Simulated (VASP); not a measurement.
# CoSi2 (Fm-3m) in VASP: notebook, part 2 of 2

VASP 6.6.1. Earlier steps stand in the parts before.

### 6 Single point, r2SCAN, collinear spin, ferromagnetic start

This run uses another cell than the first one, of 12.55 Å³/atom, 0.925 times its volume.

POSCAR reads:

```
CoSi2
1.0
    0.0000000000      2.6600263041      2.6600263041
    2.6600263041      0.0000000000      2.6600263041
    2.6600263041      2.6600263041      0.0000000000
Co Si
1 2
Direct
    0.0000000000      0.0000000000      0.0000000000
    0.7500000000      0.7500000000      0.7500000000
    0.2500000000      0.2500000000      0.2500000000
```

INCAR.step1 reads:

```
SYSTEM = CoSi2
PREC     = Accurate       ! precision mode
ENCUT    = 520            ! plane-wave cutoff, eV
ISMEAR   = -1             ! smearing method
SIGMA    = 0.05           ! smearing width, eV
LREAL    = .False.        ! projectors in reciprocal space
LASPH    = .True.         ! aspherical terms in the spheres
NELM     = 150            ! most SCF steps
ISPIN    = 2              ! spin polarisation
MAGMOM   = 2 0 0          ! initial moments
LMAXMIX  = 4              ! l up to which the mixer works
NBANDS   = 20             ! bands
GGA      = PE             ! functional
ALGO     = Normal         ! electronic algorithm
EDIFF    = 1E-4           ! SCF threshold, eV
LWAVE    = .True.         ! write WAVECAR
LCHARG   = .False.        ! write CHGCAR
```

INCAR.step2 reads:

```
SYSTEM = CoSi2
PREC     = Accurate       ! precision mode
ENCUT    = 520            ! plane-wave cutoff, eV
EDIFF    = 1E-6           ! SCF threshold, eV
ISMEAR   = -1             ! smearing method
SIGMA    = 0.05           ! smearing width, eV
LREAL    = .False.        ! projectors in reciprocal space
LASPH    = .True.         ! aspherical terms in the spheres
NELM     = 150            ! most SCF steps
ALGO     = Normal         ! electronic algorithm
ISIF     = 2              ! what is computed and relaxed
LWAVE    = .False.        ! write WAVECAR
LCHARG   = .False.        ! write CHGCAR
ISPIN    = 2              ! spin polarisation
MAGMOM   = 2 0 0          ! initial moments
LORBIT   = 11             ! projections on sites
LMAXMIX  = 4              ! l up to which the mixer works
METAGGA  = R2SCAN         ! meta-GGA
LMIXTAU  = .True.       
NBANDS   = 20             ! bands
ISTART   = 1
```

KPOINTS reads:

```
regular mesh
0
Gamma
  9 9 9
  0 0 0
```

Potentials or basis: VASP PAW PBE potentials, release 64 (Co, Si).

Command:

```
cat potpaw_PBE.64/Co/POTCAR potpaw_PBE.64/Si/POTCAR > POTCAR
cp INCAR.step1 INCAR
mpirun -np 1 vasp_std > vasp.out
cp INCAR.step2 INCAR
mpirun -np 1 vasp_std > vasp.out
```

OUTCAR:

```text
SYSTEM = CoSi2
   PREC = Accurate
   ENCUT = 520
   EDIFF = 1E-6
   ISMEAR = -1
   LREAL = .False.
   LASPH = .True.
   NELM = 150
   ISIF = 2
   ISPIN = 2
   LORBIT = 11
   METAGGA = R2SCAN
   ISTART = 1

 ion  position               nearest neighbor table
   1  0.000  0.000  0.000-   2 2.30   2 2.30   2 2.30   3 2.30   3 2.30   3 2.30   3 2.30   2 2.30

   2  0.750  0.750  0.750-   1 2.30   1 2.30   1 2.30   1 2.30   3 2.66   3 2.66   3 2.66   3 2.66
                             3 2.66   3 2.66
   3  0.250  0.250  0.250-   1 2.30   1 2.30   1 2.30   1 2.30   2 2.66   2 2.66   2 2.66   2 2.66
                             2 2.66   2 2.66

  LATTYP: Found a face centered cubic cell.
 ALAT       =     5.3200526082

  Lattice vectors:

 A1 = (   0.0000000000,   2.6600263041,   2.6600263041)
 A2 = (   2.6600263041,   0.0000000000,   2.6600263041)
 A3 = (   2.6600263041,   2.6600263041,   0.0000000000)

Analysis of symmetry for initial positions (statically):
=====================================================================
 Subroutine PRICEL returns:
[... 758 lines left out ...]
      4       5.9228      1.00000
      5       8.1910      1.00000
      6       8.1910      1.00000
[... 541 lines left out ...]
     19      26.3110      0.00000
     20      26.6365      0.00000

 [... further k-points ...]
[... 5 lines left out ...]
  --------------------------------------------------------------------------------------
  -------------------------------------------------------------------------------------
  Total       -0.1381809     -0.1381809     -0.1381809     -0.0000000     -0.0000000      0.0000000
  in kB       -5.8812638     -5.8812638     -5.8812638     -0.0000000     -0.0000000      0.0000000
  external PRESSURE =      -5.8812638 kB  Pullay stress =       0.0000000 kB

 VOLUME and BASIS-vectors are now :
 -----------------------------------------------------------------------------
  energy-cutoff  :      520.00
  volume of cell :       37.64
      direct lattice vectors                 reciprocal lattice vectors
     0.000000000  2.660026304  2.660026304    -0.187968066  0.187968066  0.187968066
     2.660026304  0.000000000  2.660026304     0.187968066 -0.187968066  0.187968066
     2.660026304  2.660026304  0.000000000     0.187968066  0.187968066 -0.187968066

 POSITION                                       TOTAL-FORCE (eV/Angst)
 -----------------------------------------------------------------------------------
      0.00000      0.00000      0.00000         0.000000     -0.000000      0.000000
      3.99004      3.99004      3.99004        -0.000000     -0.000000     -0.000000
      1.33001      1.33001      1.33001         0.000000      0.000000      0.000000
 -----------------------------------------------------------------------------------
    total drift:                               -0.000000     -0.000000      0.000000

  FREE ENERGIE OF THE ION-ELECTRON SYSTEM (eV)
  ---------------------------------------------------
  free  energy   TOTEN  =       -32.0069992223 eV

  energy  without entropy=      -31.9975385428  energy(sigma->0) =      -32.00226888

 total charge

# of ion       s       p       d       tot
------------------------------------------
    1        0.572   0.784   7.619   8.975
    2        0.708   0.901   0.000   1.608
    3        0.708   0.901   0.000   1.608
--------------------------------------------------
tot          1.988   2.585   7.619  12.192

 magnetization (x)

# of ion       s       p       d       tot
------------------------------------------
    1       -0.000  -0.000   0.000   0.000
    2       -0.000  -0.000   0.000  -0.000
    3       -0.000  -0.000   0.000  -0.000
--------------------------------------------------
tot         -0.000  -0.000   0.000   0.000
```

OUTCAR.step1:

```text
SYSTEM = CoSi2
   PREC = Accurate
   ENCUT = 520
   ISMEAR = -1
   LREAL = .False.
   LASPH = .True.
[... 1353 lines left out ...]
      0.00000      0.00000      0.00000         0.000000     -0.000000     -0.000000
      3.99004      3.99004      3.99004        -0.000000     -0.000000      0.000000
      1.33001      1.33001      1.33001         0.000000      0.000000     -0.000000
 -----------------------------------------------------------------------------------
    total drift:                               -0.000000     -0.000000      0.000000

  FREE ENERGIE OF THE ION-ELECTRON SYSTEM (eV)
  ---------------------------------------------------
  free  energy   TOTEN  =       -19.2843602627 eV

  energy  without entropy=      -19.2742630477  energy(sigma->0) =      -19.27931166
```

Wall time 1.9 min (1 thread of AMD EPYC 9R45 (Zen 5), shared host); peak memory 0.18 GiB.

Results:

| Item | Value |
| --- | --- |
| Free energy | -32.0070 eV |
| Pressure | -0.6 GPa |
| Net moment | 0.00 μB per cell |
| Valence electrons inside the program's atomic spheres | Co 8.97; Si 1.61 |

Caveat: the starting moments collapsed, and a magnetic state may lie lower; the PAW data sets were made with another functional, which shifts forces and pressure a little.
